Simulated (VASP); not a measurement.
Crystal: SiNi2.

```
Ni Si
1.0
     3.83600    0.00000    0.00000
    -1.91800    3.32207    0.00000
     0.00000    0.00000    4.94800
Ni Si
4 2
Cartesian
  1.9180 1.1074 3.7110
  0.0000 2.2147 1.2370
  0.0000 0.0000 2.4740
  0.0000 0.0000 0.0000
  1.9180 1.1074 1.2370
  0.0000 2.2147 3.7110
```

| Quantity | Value |
| --- | --- |
| Program | VASP 6.6.1 |
| Task | relaxation of cell and atoms |
| Functional | revPBE |
| Dispersion | D4 |
| Potentials or basis | VASP PAW PBE potentials, release 64 (Ni, Si) |
| Cutoff | 600 eV |
| k mesh | 8 × 8 × 6 |
| Occupations | fermi-dirac, width 0.05 eV |
| Spin | collinear spin, ferromagnetic start |
| Starting moments | [1.0, 1.0, 1.0, 1.0, 0.0, 0.0] μB |

At the start: pressure 1.1 GPa; volume 10.51 Å³/atom.

How do energy, volume and symmetry change on relaxing?

Over 5 steps the energy falls by 2.2 meV/atom and the volume is 10.54 Å³/atom (+0.3 %); space group P6_3/mmc (No. 194, to 0.1 Å) before and after; moment 0.00 μB per cell.

Step by step:
```tsv
step	energy change (eV)	largest force (eV/Å)	pressure (GPa)	volume (Å³)
1	0.0000	0.0000	1.14	63.05
2	-0.0102	0.0000	-1.86	63.73
3	-0.0110	0.0000	-1.18	63.59
4	-0.0127	0.0000	0.58	63.05
5	-0.0132	0.0000	-0.07	63.22
```

Final structure:
```
Ni Si
1.0
     3.86259    0.00000    0.00000
    -1.93130    3.34510    0.00000
     0.00000    0.00000    4.89270
Ni Si
4 2
Direct
  0.66667 0.33333 0.75000
  0.33333 0.66667 0.25000
  0.00000 0.00000 0.50000
  0.00000 0.00000 0.00000
  0.66667 0.33333 0.25000
  0.33333 0.66667 0.75000
```

Caveat: the moments typed at the start vanished in this run; the PAW data sets were made with another functional, which shifts forces and pressure a little.
